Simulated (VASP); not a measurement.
# ZnS (Cm) in VASP: single point with r2SCAN

Aim: the single point of ZnS with r2SCAN.

All numbers are computed with VASP 6.6.1; they aren't measurements. Logs are shortened: lines on timing, memory, paths and dates and some standing lists are left out, and cuts for length are marked.

**1. The cell of the first run**

Symmetry: Cm, No. 8, monoclinic system. Conventional cell: a = 14.125 Å, b = 3.807 Å, c = 13.631 Å, α = 90.00°, β = 116.85°, γ = 90.00°. Within 3.1 Å of Zn (site symmetry m) lie 4 S at 2.33 to 2.34 Å. Within 3.1 Å of Zn (site symmetry m) lie 4 S at 2.33 to 2.83 Å. Zn (site symmetry m) has 4 S at 2.33 to 2.34 Å within 3.1 Å. Zn (site symmetry m) has 4 S at 2.33 to 2.34 Å within 3.1 Å. Within 3.1 Å of Zn (site symmetry m) lie 4 S at 2.33 to 2.34 Å. Within 3.1 Å of Zn (site symmetry m) lie 4 S at 2.33 to 2.34 Å. Within 3.1 Å of Zn (site symmetry m) lie 4 S at 2.33 to 2.34 Å. Zn (site symmetry m) has 4 S at 2.33 to 2.70 Å within 3.1 Å.

**2. Single point, r2SCAN (the distance across one plane changed)**

File POSCAR:

```
ZnS
1.0
   -1.9033608736     -3.2967177383      6.2457351521
    1.9033608736     -3.2967177383      0.0000000000
    9.8997451506      3.5178087020      6.4791342586
Zn S
8 8
Direct
    0.6721373376      1.0021583019      0.2596960587
    0.9208176760      0.4976791719      0.0199739802
    0.4234569992      0.5066374318      0.4994181371
    0.1747766608      1.0111165618      0.7391402156
    0.9649037223      0.2558909102      0.4594644574
    0.2135840607      0.7514117802      0.2197423789
    0.7162233839      0.7603700401      0.6991865358
    0.4675430455      0.2648491701      0.9389086143
    0.9532990799      0.8167225702      0.3494057797
    0.2019794183      0.3122434402      0.1096837013
    0.7046187416      0.3212017001      0.5891278582
    0.4559384032      0.8256808301      0.8288499366
    0.2460654647      0.0704551785      0.5491741784
    0.4947458030      0.5659760485      0.3094521000
    0.9973851263      0.5749343084      0.7888962569
    0.7434261414      0.0614969185      0.0697300215
```

File INCAR.step1:

```
SYSTEM = ZnS
  PREC = Accurate
  ENCUT = 520
  ISMEAR = 0
  SIGMA = 0.05
  LREAL = Auto
  LASPH = .True.
  NELM = 60
  NBANDS = 86
  ISYM = 0
  GGA = PE
  ALGO = Normal
  EDIFF = 1E-4
  LWAVE = .True.
  LCHARG = .False.
```

File INCAR.step2:

```
SYSTEM = ZnS
  PREC = Accurate
  ENCUT = 520
  EDIFF = 1E-6
  ISMEAR = 0
  SIGMA = 0.05
  LREAL = Auto
  LASPH = .True.
  NELM = 60
  ALGO = Normal
  ISIF = 2
  LWAVE = .False.
  LCHARG = .False.
  METAGGA = R2SCAN
  LMIXTAU = .True.
  NBANDS = 86
  ISYM = 0
  ISTART = 1
```

File KPOINTS:

```
Automatic mesh
0
Gamma
  3 6 2
  0 0 0
```

Potentials or basis: VASP PAW PBE potentials, release 64 (Zn, S).

The run is started by

```sh
$ cat potpaw_PBE.64/Zn/POTCAR potpaw_PBE.64/S/POTCAR > POTCAR
$ cp INCAR.step1 INCAR
$ mpirun -np 1 vasp_std > vasp.out
$ cp INCAR.step2 INCAR
$ mpirun -np 1 vasp_std > vasp.out
```

OUTCAR:

```text
SYSTEM = ZnS
   PREC = Accurate
   ENCUT = 520
   EDIFF = 1E-6
   ISMEAR = 0
   LREAL = Auto
   LASPH = .True.
   NELM = 60
   ISIF = 2
   METAGGA = R2SCAN
   ISYM = 0
   ISTART = 1

 ion  position               nearest neighbor table
   1  0.672  0.002  0.260-  14 2.33  14 2.33  16 2.33   9 2.34
   2  0.921  0.498  0.020-  16 2.33  16 2.33  10 2.34  15 2.83
   3  0.423  0.507  0.499-  13 2.33  14 2.33  13 2.33  11 2.34
   4  0.175  0.011  0.739-  15 2.33  15 2.33  13 2.33  12 2.34
   5  0.965  0.256  0.459-  11 2.33   9 2.33   9 2.33  13 2.34
   6  0.214  0.751  0.220-  10 2.33  10 2.33   9 2.33  14 2.34
[... 8 lines left out ...]
  15  0.997  0.575  0.789-   4 2.33   4 2.33   7 2.34   2 2.83
  16  0.743  0.061  0.070-   2 2.33   2 2.33   1 2.33   8 2.61

IMPORTANT INFORMATION: All symmetrisations will be switched off!
NOSYMM: (Re-)initialisation of all symmetry stuff for point group C_1.

----------------------------------------------------------------------------------------

                                     Primitive cell

  volume of cell :     326.9704

  direct lattice vectors                    reciprocal lattice vectors
    -1.903360874 -3.296717738  6.245735152    -0.065326639 -0.037716353  0.120293231
     1.903360874 -3.296717738  0.000000000     0.132523248 -0.226819672 -0.079337477
     9.899745151  3.517808702  6.479134259     0.062973365  0.036357689  0.038381723

  length of vectors
     7.314392528  3.806721747 12.343383363     0.141987867  0.274415761  0.082223372

  position of ions in fractional coordinates (direct lattice)
     0.672137338  0.002158302  0.259696059
     0.920817676  0.497679172  0.019973980
     0.423456999  0.506637432  0.499418137
     0.174776661  0.011116562  0.739140216
     0.964903722  0.255890910  0.459464457
     0.213584061  0.751411780  0.219742379
[... 8 lines left out ...]
     0.997385126  0.574934308  0.788896257
     0.743426141  0.061496918  0.069730021

  ion indices of the primitive-cell ions
   primitive index   ion index
                 1           1
                 2           2
                 3           3
                 4           4
                 5           5
                 6           6
[... 8 lines left out ...]
                15          15
                16          16

----------------------------------------------------------------------------------------

 KPOINTS: Automatic mesh

Automatic generation of k-mesh.
 Grid dimensions read from file:
 generate k-points for:    3    6    2

 Generating k-lattice:

  Cartesian coordinates                     Fractional coordinates (reciprocal lattice)
    -0.021775546 -0.012572118  0.040097744     0.333333333  0.000000000 -0.000000000
     0.022087208 -0.037803279 -0.013222913     0.000000000  0.166666667 -0.000000000
     0.031486683  0.018178845  0.019190862     0.000000000  0.000000000  0.500000000

  Length of vectors
     0.047329289  0.045735960  0.041111686

  Shift w.r.t. Gamma in fractional coordinates (k-lattice)
     0.000000000  0.000000000  0.000000000

 -----------------------------------------------------------------------------
|                                                                             |
|           W    W    AA    RRRRR   N    N  II  N    N   GGGG   !!!           |
|           W    W   A  A   R    R  NN   N  II  NN   N  G    G  !!!           |
|           W    W  A    A  R    R  N N  N  II  N N  N  G       !!!           |
|           W WW W  AAAAAA  RRRRR   N  N N  II  N  N N  G  GGG   !            |
|           WW  WW  A    A  R   R   N   NN  II  N   NN  G    G                |
|           W    W  A    A  R    R  N    N  II  N    N   GGGG   !!!           |
|                                                                             |
|     Your reciprocal lattice and k-lattice belong to different lattice       |
|     classes:                                                                |
|                                                                             |
|        The reciprocal lattice is base-centered monoclinic,                  |
|        whereas your k-lattice is triclinic.                                 |
|                                                                             |
|     Results are often still useful ...                                      |
|                                                                             |
 -----------------------------------------------------------------------------

 WARNING: IBZKPT: internal override: KBLOWUP is changed to .FALSE.
      ... skipping the blow-up phase ...

 Subroutine IBZKPT returns following result:
 ===========================================

 Found     20 irreducible k-points:

 Following reciprocal coordinates:
            Coordinates               Weight
  0.000000  0.000000  0.000000      1.000000
  0.333333  0.000000 -0.000000      2.000000
  0.000000  0.166667  0.000000      2.000000
  0.333333  0.166667 -0.000000      2.000000
 -0.333333  0.166667  0.000000      2.000000
 -0.000000  0.333333  0.000000      2.000000
[... 12 lines left out ...]
  0.000000  0.500000  0.500000      1.000000
  0.333333  0.500000  0.500000      2.000000
   k-points           NKPTS =     20   k-points in BZ     NKDIM =     20   number of bands    NBANDS=     86
   number of dos      NEDOS =    301   number of ions     NIONS =     16
   total plane-waves  NPLWV = 145152
   dimension x,y,z NGX =    54 NGY =   28 NGZ =   96
   dimension x,y,z NGXF=   108 NGYF=   56 NGZF=  192
   ions per type =               8   8
   NGX,Y,Z   is equivalent  to a cutoff of  12.27, 12.23, 12.93 a.u.
   NGXF,Y,Z  is equivalent  to a cutoff of  24.55, 24.46, 25.86 a.u.
 SYSTEM =  ZnS
   PREC   = accura    normal or accurate (medium, high low for compatibility)
   ISTART =      1    job   : 0-new  1-cont  2-samecut
   ICHARG =      0    charge: 1-file 2-atom 10-const
   ISPIN  =      1    spin polarized calculation?
   LNONCOLLINEAR =      F non collinear calculations
   LSORBIT =      F    spin-orbit coupling
   LASPH  =      T    aspherical Exc in radial PAW
   ENCUT  =  520.0 eV  38.22 Ry    6.18 a.u.  13.60  7.08 22.95*2*pi/ulx,y,z
   NELM   =     60;   NELMIN=  2; NELMDL=  0     # of ELM steps
   EDIFF  = 0.1E-05   stopping-criterion for ELM
   LREAL  =      T    real-space projection
   EDIFFG = 0.1E-04   stopping-criterion for IOM
   NSW    =      0    number of steps for IOM
   IBRION =     -1    ionic relax: 0-MD 1-quasi-New 2-CG
   NFREE  =      0    steps in history (QN), initial steepest desc. (CG)
   ISIF   =      2    stress and relaxation
   ISYM   =      0    0-nonsym 1-usesym 2-fastsym
   POTIM  = 0.5000    time-step for ionic-motion
   TEBEG  =    0.0;   TEEND  =   0.0 temperature during run
   PSTRESS=    0.0 pullay stress
   NELECT =     144.0000    total number of electrons
   NUPDOWN=      -1.0000    fix difference up-down
   EMIN   =  10.00;   EMAX   =-10.00  energy-range for DOS
   EFERMI =   0.00;   METHOD = LEGACY
   ISMEAR =     0;   SIGMA  =   0.05  broadening in eV -4-tet -1-fermi 0-gaus
   EFERMI_NEDOS =   21; number of points for ismear=-14 and -15
   IALGO  =     38    algorithm
   IMIX   =      4    mixing-type and parameters
     AMIX     =   0.40;   BMIX     =  1.00
     AMIX_MAG =   1.60;   BMIX_MAG =  1.00
  volume/ion in A,a.u.               =      20.44       137.91
  Fermi-wavevector in a.u.,A,eV,Ry     =   1.245545  2.353739 21.107848  1.551383
  Thomas-Fermi vector in A             =   2.379763
   LORBIT       =      0    0 simple, 1 ext, 2 COOP (PROOUT), +10 PAW based schemes
   METAGGA = R2SCAN    functional components
   LHFCALC =     F    Hartree Fock is set to
   AEXX    =    0.0000 exact exchange contribution
   IVDW    =     0    specifies the selected vdW correction
   LEPSILON=     F    determine dielectric tensor
   LRPA    =     F    only Hartree local field effects (RPA)
 non-spin polarized calculation
 Gauss-broadening in eV      SIGMA  =   0.05
  energy-cutoff  :      520.00
  volume of cell :      326.97
 maximum number of plane-waves:      8835
 NGX is ok and might be reduce to    54
   NGX = 27   NGY = 15   NGZ = 45

 number of electron     144.0000005 magnetization

 Free energy of the ion-electron system (eV)
  ---------------------------------------------------
  ext. energy  EPLUGINS =         0.00000000
  ---------------------------------------------------
  free energy    TOTEN  =      -150.05139001 eV

  energy without entropy =     -150.05139001  energy(sigma->0) =     -150.05139001

 E-fermi :   1.8403     XC(G=0): -10.0893

 val. band max:        1.6119051605   @ k =   0.0000   0.0000   0.0000
 cond. band min:       4.0215897804   @ k =   0.0000   0.0000   0.0000
 fundamental gap:      2.4096846198
 Fermi energy:         1.8402782574

 k-point     1 :       0.0000    0.0000    0.0000
  band No.  band energies     occupation
      1     -12.0537      2.00000
      2     -11.7284      2.00000
      3     -11.4919      2.00000
      4     -11.1208      2.00000
      5     -11.1017      2.00000
      6     -11.0297      2.00000
[... 76 lines left out ...]
     83       7.5571      0.00000
     84       7.7689      0.00000

 k-point     2 :       0.3333    0.0000   -0.0000
  band No.  band energies     occupation
      1     -11.9198      2.00000
      2     -11.6666      2.00000
      3     -11.4264      2.00000
      4     -11.3795      2.00000
      5     -11.1356      2.00000
      6     -11.1181      2.00000
[... 1555 lines left out ...]
     83       7.4281      0.00000
     84       7.5315      0.00000

 k-point    20 :       0.3333    0.5000    0.5000
  band No.  band energies     occupation
      1     -11.3895      2.00000
      2     -11.1496      2.00000
      3     -11.0625      2.00000
      4     -10.9488      2.00000
      5     -10.8738      2.00000
      6     -10.8091      2.00000
[... 76 lines left out ...]
     83       7.4739      0.00000
     84       7.6123      0.00000
 [bands above 84 left out]

------------------------ aborting loop because EDIFF is reached ----------------------------------------

  FORCE on cell =-STRESS in cart. coord.  units (eV):
  Direction    XX          YY          ZZ          XY          YZ          ZX
  --------------------------------------------------------------------------------------
  -------------------------------------------------------------------------------------
  Total       -5.0354902     -2.7547136     -3.5363991     -1.9674360     -1.0080937     -1.7363853
  in kB      -24.6742471    -13.4982853    -17.3285979     -9.6405715     -4.9397284     -8.5084069
  external PRESSURE =     -18.5003768 kB  Pullay stress =       0.0000000 kB

 VOLUME and BASIS-vectors are now :
 -----------------------------------------------------------------------------
  energy-cutoff  :      520.00
  volume of cell :      326.97
      direct lattice vectors                 reciprocal lattice vectors
    -1.903360874 -3.296717738  6.245735152    -0.065326639 -0.037716353  0.120293231
     1.903360874 -3.296717738  0.000000000     0.132523248 -0.226819672 -0.079337477
     9.899745151  3.517808702  6.479134259     0.062973365  0.036357689  0.038381723

 POSITION                                       TOTAL-FORCE (eV/Angst)
 -----------------------------------------------------------------------------------
      1.29571     -1.30940      5.88060         0.060764      0.029844     -0.026729
     -0.60765     -4.60612      5.88060        -0.169688     -0.083280      0.026375
      5.10243     -1.30940      5.88060        -0.007880     -0.014139     -0.029333
      7.00580      1.98732      5.88060         0.158623      0.103078     -0.401755
      3.19907     -2.40831      9.00347        -0.007599     -0.017351      0.027103
      3.19907     -2.40831      2.75773        -0.141419     -0.080219     -0.087607
[... 8 lines left out ...]
      7.00580     -2.40831     11.34077         0.741332      0.429836      0.419437
     -0.60765     -2.40831      5.09503        -0.714794     -0.411012     -1.019808
 -----------------------------------------------------------------------------------
    total drift:                               -0.064852     -0.013539     -0.037507

  FREE ENERGIE OF THE ION-ELECTRON SYSTEM (eV)
  ---------------------------------------------------
  free  energy   TOTEN  =      -150.0513900059 eV

  energy  without entropy=     -150.0513900059  energy(sigma->0) =     -150.05139001
```

Run time: 45 min. Hardware: 1 thread of Oxide Virtual Turin-like, shared host; peak memory 0.58 GiB.

Results:

```
Free energy            : -150.0514 eV
Pressure               : -1.9 GPa
Largest force          : 1.311 eV/Å
Band gap on the k mesh : 2.41 eV
```

Forces in eV/Å, atoms in the order of the input:
```
Zn   0.061  0.030 -0.027
Zn  -0.170 -0.083  0.026
Zn  -0.008 -0.014 -0.029
Zn   0.159  0.103 -0.402
Zn  -0.008 -0.017  0.027
Zn  -0.141 -0.080 -0.088
Zn  -0.214 -0.122  0.290
Zn   0.742  0.430  0.527
S    0.029  0.014 -0.007
S   -0.972 -0.561 -0.143
S    0.090  0.049 -0.057
S    0.487  0.280  0.409
S   -0.053 -0.032  0.054
S   -0.028 -0.015  0.018
S    0.741  0.430  0.419
S   -0.715 -0.411 -1.020
```

Caveat: the cell differs from its parent crystal (the distance across one plane changed); the PAW data sets were made with another functional, which shifts forces and pressure a little.
